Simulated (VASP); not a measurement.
A run of VASP 6.6.1 is set up as follows.

The input INCAR:

```
ALGO = Normal
EDIFF = 1E-6
ENCUT = 520
ISIF = 2
ISMEAR = 0
LASPH = True
LCHARG = False
LREAL = False
LWAVE = False
NBANDS = 16
NELM = 60
PREC = Accurate
SIGMA = 0.05
```

KPOINTS

```
k-points
0
Gamma
  9 9 6
```

The input POSCAR:

```
AlN
1.0
    3.0577000000      0.0000000000      0.0000000000
   -1.5288500000      2.6480458772      0.0000000000
    0.0000000000      0.0000000000      5.3391000000
Al N
2 2
Direct
    0.3333333333      0.6666666667      0.0068766084
    0.6666666667      0.3333333333      0.5068766084
    0.3333333333      0.6666666667      0.3781233916
    0.6666666667      0.3333333333      0.8781233916
```

Potentials or basis: VASP PAW LDA potentials, release 64 (Al, N).

Command:

```bash
$ cat potpaw_LDA.64/Al/POTCAR potpaw_LDA.64/N/POTCAR > POTCAR
$ mpirun -np 1 vasp_std > vasp.out
```

Estimate the band gap on the k mesh.

3.65 eV, direct.

What does it give for the largest force?

0.018 eV/Å.

What does it give for the pressure?

-9.3 GPa.

Forces on the atoms (eV/Å):
```
Al   0.000  0.000  0.018
Al   0.000  0.000  0.018
N    0.000  0.000 -0.018
N    0.000  0.000 -0.018
```
